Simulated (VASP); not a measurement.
# C in VASP: single point with LDA

Aim: the single point of C with LDA.

Program: VASP 6.6.1. These are calculated values, not measurements. Logs are shortened: lines on timing, memory, paths and dates and some standing lists are left out, and cuts for length are marked.

### Step 1. The cell of the first run

The cell holds a slab with vacuum, 16 atoms: a = 4.994 Å, b = 2.497 Å, c = 20.780 Å, α = 90.00°, β = 90.00°, γ = 90.00°.

### Step 2. Single point, LDA

File INCAR:

```
SYSTEM = C
PREC = Accurate
ENCUT = 520
EDIFF = 1E-6
ISMEAR = 0
SIGMA = 0.03
LREAL = .FALSE.
LASPH = .TRUE.
NELM = 120
ALGO = Normal
ISIF = 2
LWAVE = .FALSE.
LCHARG = .TRUE.
LDIPOL = .TRUE.
IDIPOL = 3
DIPOL = 0.5 0.5 0.500
GGA = CA
LELF = .TRUE.
LVHAR = .TRUE.
LVACPOTAV = .TRUE.
ISYM = 0
NBANDS = 46
GGA_COMPAT = .FALSE.
NELMDL = -8
```

File KPOINTS:

```
regular mesh
0
G
  6 10 1
  0 0 0
```

File POSCAR:

```
C
1.0
    4.9942201591      0.0000000000      0.0000000000
    0.0000000000      2.4971100300      0.0000000000
    0.0000000000      0.0000000000     20.7800321251
C
16
Direct
   -0.1107830359      0.0007637108      0.3599750134
    0.6148973811      1.0009338548      0.3588488887
    0.5181626149      0.5009249683      0.3908747387
   -0.0176262681      0.5007761277      0.3926789170
    0.2540725868      0.5008192439      0.4297709584
    0.7434387601      0.5008154737      0.4426304976
    0.7433051769      1.0008243400      0.4826340887
    0.2543659912      1.0008242513      0.4746721971
    0.4953166620      0.0008146290      0.5254966937
    0.0063071705      0.0008069704      0.5175178331
    0.0061688415      0.5008179484      0.5575243516
    0.4956299998      0.5008262868      0.5703969002
    0.7673284295      0.5008592832      0.6074992061
    0.2315036160      0.5006659893      0.6092746641
    0.1347987784      0.0006546752      0.6413029427
    0.8604870950      0.0008757123      0.6401983599
```

Potentials or basis: VASP PAW LDA potentials, release 64 (C).

Started as:

```bash
$ cat potpaw_LDA.64/C/POTCAR > POTCAR
$ mpirun -np 1 vasp_std > vasp.out
```

OUTCAR:

```text
SYSTEM = C
   PREC = Accurate
   ENCUT = 520
   EDIFF = 1E-6
   ISMEAR = 0
   LREAL = .FALSE.
   LASPH = .TRUE.
   NELM = 120
   ISIF = 2
   GGA = CA
   ISYM = 0
   NELMDL = -8

 ion  position               nearest neighbor table
   1  0.889  0.001  0.360-   2 1.37   4 1.50   4 1.50
   2  0.615  0.001  0.359-   1 1.37   3 1.50   3 1.50
   3  0.518  0.501  0.391-   2 1.50   2 1.50   5 1.55   6 1.56
   4  0.982  0.501  0.393-   1 1.50   1 1.50   5 1.56   6 1.58
   5  0.254  0.501  0.430-   3 1.55   8 1.56   8 1.56   4 1.56
   6  0.743  0.501  0.443-   7 1.50   7 1.50   3 1.56   4 1.58
   7  0.743  0.001  0.483-   6 1.50   6 1.50  10 1.50   9 1.53
   8  0.254  0.001  0.475-  10 1.53   5 1.56   5 1.56   9 1.60
   9  0.495  0.001  0.525-   7 1.53  12 1.56  12 1.56   8 1.60
  10  0.006  0.001  0.518-  11 1.50  11 1.50   7 1.50   8 1.53
  11  0.006  0.501  0.558-  10 1.50  10 1.50  14 1.56  13 1.58
  12  0.496  0.501  0.570-  14 1.55   9 1.56   9 1.56  13 1.56
  13  0.767  0.501  0.607-  16 1.50  16 1.50  12 1.56  11 1.58
  14  0.232  0.501  0.609-  15 1.50  15 1.50  12 1.55  11 1.56
  15  0.135  0.001  0.641-  16 1.37  14 1.50  14 1.50
  16  0.860  0.001  0.640-  15 1.37  13 1.50  13 1.50

IMPORTANT INFORMATION: All symmetrisations will be switched off!
NOSYMM: (Re-)initialisation of all symmetry stuff for point group C_1.

----------------------------------------------------------------------------------------

                                     Primitive cell

  volume of cell :     259.1502

  direct lattice vectors                    reciprocal lattice vectors
     4.994220159  0.000000000  0.000000000     0.200231461  0.000000000  0.000000000
     0.000000000  2.497110030  0.000000000     0.000000000  0.400462930  0.000000000
     0.000000000  0.000000000 20.780032125     0.000000000  0.000000000  0.048123121

  length of vectors
     4.994220159  2.497110030 20.780032125     0.200231461  0.400462930  0.048123121

  position of ions in fractional coordinates (direct lattice)
     0.889216964  0.000763711  0.359975013
     0.614897381  0.000933855  0.358848889
     0.518162615  0.500924968  0.390874739
     0.982373732  0.500776128  0.392678917
     0.254072587  0.500819244  0.429770958
     0.743438760  0.500815474  0.442630498
[... 8 lines left out ...]
     0.134798778  0.000654675  0.641302943
     0.860487095  0.000875712  0.640198360

  ion indices of the primitive-cell ions
   primitive index   ion index
                 1           1
                 2           2
                 3           3
                 4           4
                 5           5
                 6           6
[... 8 lines left out ...]
                15          15
                16          16

----------------------------------------------------------------------------------------

 KPOINTS: regular mesh

Automatic generation of k-mesh.
 Grid dimensions read from file:
 generate k-points for:    6   10    1

 Generating k-lattice:

  Cartesian coordinates                     Fractional coordinates (reciprocal lattice)
     0.033371910  0.000000000  0.000000000     0.166666667  0.000000000  0.000000000
     0.000000000  0.040046293  0.000000000     0.000000000  0.100000000  0.000000000
     0.000000000  0.000000000  0.048123121     0.000000000  0.000000000  1.000000000

  Length of vectors
     0.033371910  0.040046293  0.048123121

  Shift w.r.t. Gamma in fractional coordinates (k-lattice)
     0.000000000  0.000000000  0.000000000

 Subroutine IBZKPT returns following result:
 ===========================================

 Found     32 irreducible k-points:

 Following reciprocal coordinates:
            Coordinates               Weight
  0.000000  0.000000  0.000000      1.000000
  0.166667  0.000000  0.000000      2.000000
  0.333333  0.000000  0.000000      2.000000
  0.500000  0.000000  0.000000      1.000000
  0.000000  0.100000  0.000000      2.000000
  0.166667  0.100000  0.000000      2.000000
[... 16 lines left out ...]
  0.000000  0.400000  0.000000      2.000000
  0.166667  0.400000  0.000000      2.000000
 [... further k-points ...]
   k-points           NKPTS =     32   k-points in BZ     NKDIM =     32   number of bands    NBANDS=     46
   number of dos      NEDOS =    301   number of ions     NIONS =     16
   total plane-waves  NPLWV = 128000
   dimension x,y,z NGX =    40 NGY =   20 NGZ =  160
   dimension x,y,z NGXF=    80 NGYF=   40 NGZF=  320
   ions per type =              16
   NGX,Y,Z   is equivalent  to a cutoff of  13.32, 13.32, 12.80 a.u.
   NGXF,Y,Z  is equivalent  to a cutoff of  26.63, 26.63, 25.60 a.u.
 SYSTEM =  C
   PREC   = accura    normal or accurate (medium, high low for compatibility)
   ISTART =      0    job   : 0-new  1-cont  2-samecut
   ICHARG =      2    charge: 1-file 2-atom 10-const
   ISPIN  =      1    spin polarized calculation?
   LNONCOLLINEAR =      F non collinear calculations
   LSORBIT =      F    spin-orbit coupling
   LASPH  =      T    aspherical Exc in radial PAW
   ENCUT  =  520.0 eV  38.22 Ry    6.18 a.u.   9.29  4.64 38.64*2*pi/ulx,y,z
   NELM   =    120;   NELMIN=  2; NELMDL= -8     # of ELM steps
   EDIFF  = 0.1E-05   stopping-criterion for ELM
   LREAL  =      F    real-space projection
   EDIFFG = 0.1E-04   stopping-criterion for IOM
   NSW    =      0    number of steps for IOM
   IBRION =     -1    ionic relax: 0-MD 1-quasi-New 2-CG
   NFREE  =      0    steps in history (QN), initial steepest desc. (CG)
   ISIF   =      2    stress and relaxation
   ISYM   =      0    0-nonsym 1-usesym 2-fastsym
   POTIM  = 0.5000    time-step for ionic-motion
   TEBEG  =    0.0;   TEEND  =   0.0 temperature during run
   PSTRESS=    0.0 pullay stress
   NELECT =      64.0000    total number of electrons
   NUPDOWN=      -1.0000    fix difference up-down
   EMIN   =  10.00;   EMAX   =-10.00  energy-range for DOS
   EFERMI =   0.00;   METHOD = LEGACY
   ISMEAR =     0;   SIGMA  =   0.03  broadening in eV -4-tet -1-fermi 0-gaus
   EFERMI_NEDOS =   21; number of points for ismear=-14 and -15
   IALGO  =     38    algorithm
   IMIX   =      4    mixing-type and parameters
     AMIX     =   0.40;   BMIX     =  1.00
     AMIX_MAG =   1.60;   BMIX_MAG =  1.00
  volume/ion in A,a.u.               =      16.20       109.30
  Fermi-wavevector in a.u.,A,eV,Ry     =   1.027112  1.940959 14.353578  1.054958
  Thomas-Fermi vector in A             =   2.161040
   LORBIT       =      0    0 simple, 1 ext, 2 COOP (PROOUT), +10 PAW based schemes
   GGA     = CA    functional components
   LHFCALC =     F    Hartree Fock is set to
   AEXX    =    0.0000 exact exchange contribution
   IVDW    =     0    specifies the selected vdW correction
   LEPSILON=     F    determine dielectric tensor
   LRPA    =     F    only Hartree local field effects (RPA)
 non-spin polarized calculation
 Gauss-broadening in eV      SIGMA  =   0.03
  energy-cutoff  :      520.00
  volume of cell :      259.15
 maximum number of plane-waves:      7019
 NGX is ok and might be reduce to    40
   NGX = 19   NGY =  9   NGZ = 77

 dipolmoment           0.000000      0.000000      0.000012 electrons x Angstroem

 number of electron      64.0000008 magnetization

 dipolmoment           0.000000      0.000000     -0.000022 electrons x Angstroem

 Free energy of the ion-electron system (eV)
  ---------------------------------------------------
  ext. energy  EPLUGINS =         0.00000000
  ---------------------------------------------------
  free energy    TOTEN  =      -153.50480423 eV

  energy without entropy =     -153.50480423  energy(sigma->0) =     -153.50480423

 E-fermi :  -0.1703     XC(G=0):  -5.5851

 val. band max:       -0.3895188165   @ k =   0.5000   0.1000   0.0000
 cond. band min:       0.8439680976   @ k =   0.5000   0.5000   0.0000
 fundamental gap:      1.2334869142
 Fermi energy:        -0.1703493047

 k-point     1 :       0.0000    0.0000    0.0000
  band No.  band energies     occupation
      1     -22.0397      2.00000
      2     -21.0095      2.00000
      3     -18.9751      2.00000
      4     -17.2796      2.00000
      5     -17.1132      2.00000
      6     -16.0584      2.00000
[... 36 lines left out ...]
     43       6.1030      0.00000
     44       6.4636      0.00000

 k-point     2 :       0.1667    0.0000    0.0000
  band No.  band energies     occupation
      1     -21.9313      2.00000
      2     -20.9447      2.00000
      3     -19.0313      2.00000
      4     -18.3381      2.00000
      5     -16.9924      2.00000
      6     -15.5974      2.00000
[... 36 lines left out ...]
     43       6.3109      0.00000
     44       6.5697      0.00000

 k-point     3 :       0.3333    0.0000    0.0000
  band No.  band energies     occupation
      1     -21.6353      2.00000
      2     -20.8274      2.00000
      3     -19.5094      2.00000
      4     -18.8487      2.00000
      5     -17.5531      2.00000
      6     -15.8874      2.00000
[... 36 lines left out ...]
     43       6.6645      0.00000
     44       6.9011      0.00000

 k-point     4 :       0.5000    0.0000    0.0000
  band No.  band energies     occupation
      1     -21.3794      2.00000
      2     -20.8483      2.00000
      3     -19.8155      2.00000
      4     -18.9939      2.00000
      5     -17.6972      2.00000
      6     -16.1034      2.00000
[... 882 lines left out ...]
     43       8.2756      0.00000
     44       8.3714      0.00000

 k-point    23 :       0.0000    0.4000    0.0000
  band No.  band energies     occupation
      1     -19.0882      2.00000
      2     -18.1122      2.00000
      3     -16.3714      2.00000
      4     -15.3381      2.00000
      5     -14.7662      2.00000
      6     -14.3246      2.00000
[... 36 lines left out ...]
     43       7.8420      0.00000
     44       8.0414      0.00000

 k-point    24 :       0.1667    0.4000    0.0000
  band No.  band energies     occupation
      1     -18.9828      2.00000
      2     -18.0475      2.00000
      3     -16.3510      2.00000
      4     -15.6526      2.00000
      5     -15.1958      2.00000
      6     -14.6255      2.00000
[... 36 lines left out ...]
     43       8.2143      0.00000
     44       8.3904      0.00000

 [... further k-points ...]

 [bands above 44 left out]

------------------------ aborting loop because EDIFF is reached ----------------------------------------

  FORCE on cell =-STRESS in cart. coord.  units (eV):
  Direction    XX          YY          ZZ          XY          YZ          ZX
  --------------------------------------------------------------------------------------
  -------------------------------------------------------------------------------------
  Total       -6.1455103     10.3314618      0.7224810      0.0159035      0.0085784     -0.0031026
  in kB      -37.9941695     63.8735095      4.4666859      0.0983225      0.0530356     -0.0191819
  external PRESSURE =      10.1153420 kB  Pullay stress =       0.0000000 kB

 VOLUME and BASIS-vectors are now :
 -----------------------------------------------------------------------------
  energy-cutoff  :      520.00
  volume of cell :      259.15
      direct lattice vectors                 reciprocal lattice vectors
     4.994220159  0.000000000  0.000000000     0.200231461  0.000000000  0.000000000
     0.000000000  2.497110030  0.000000000     0.000000000  0.400462930  0.000000000
     0.000000000  0.000000000 20.780032125     0.000000000  0.000000000  0.048123121

 POSITION                                       TOTAL-FORCE (eV/Angst)
 -----------------------------------------------------------------------------------
      4.44095      0.00191      7.48029         0.057215      0.005172     -0.071583
      3.07093      0.00233      7.45689        -0.055183     -0.005561     -0.074577
      2.58782      1.25086      8.12239        -0.051420     -0.003359     -0.004265
      4.90619      1.25049      8.15988         0.046995      0.000960      0.002255
      1.26889      1.25060      8.93065        -0.003443      0.001325     -0.017061
      3.71290      1.25059      9.19788         0.005685      0.001974      0.008603
[... 8 lines left out ...]
      0.67321      0.00163     13.32630         0.056071      0.007330      0.075627
      4.29746      0.00219     13.30334        -0.057612     -0.006616      0.070636
 -----------------------------------------------------------------------------------
    total drift:                               -0.000021     -0.000513     -0.000102

  FREE ENERGIE OF THE ION-ELECTRON SYSTEM (eV)
  ---------------------------------------------------
  free  energy   TOTEN  =      -153.5048042322 eV

  energy  without entropy=     -153.5048042322  energy(sigma->0) =     -153.50480423

 vacuum level on the upper side and lower side of the slab         5.483         5.484
```

Run time: 18 min. Hardware: 1 thread of Oxide Virtual Turin-like, shared host; peak memory 0.37 GiB.

Results:

```yaml
Free_energy: -153.5048 eV
Largest_force: 0.094 eV/Å
```

Forces on the atoms (eV/Å):
```
C    0.057  0.005 -0.072
C   -0.055 -0.006 -0.075
C   -0.051 -0.003 -0.004
C    0.047  0.001  0.002
C   -0.003  0.001 -0.017
C    0.006  0.002  0.009
C   -0.009 -0.002  0.011
C    0.015 -0.001 -0.001
C   -0.016  0.001  0.001
C    0.012  0.002 -0.008
C    0.000 -0.003 -0.007
C    0.000 -0.003  0.016
C   -0.053 -0.001 -0.008
C    0.054  0.005  0.006
C    0.056  0.007  0.076
C   -0.058 -0.007  0.071
```
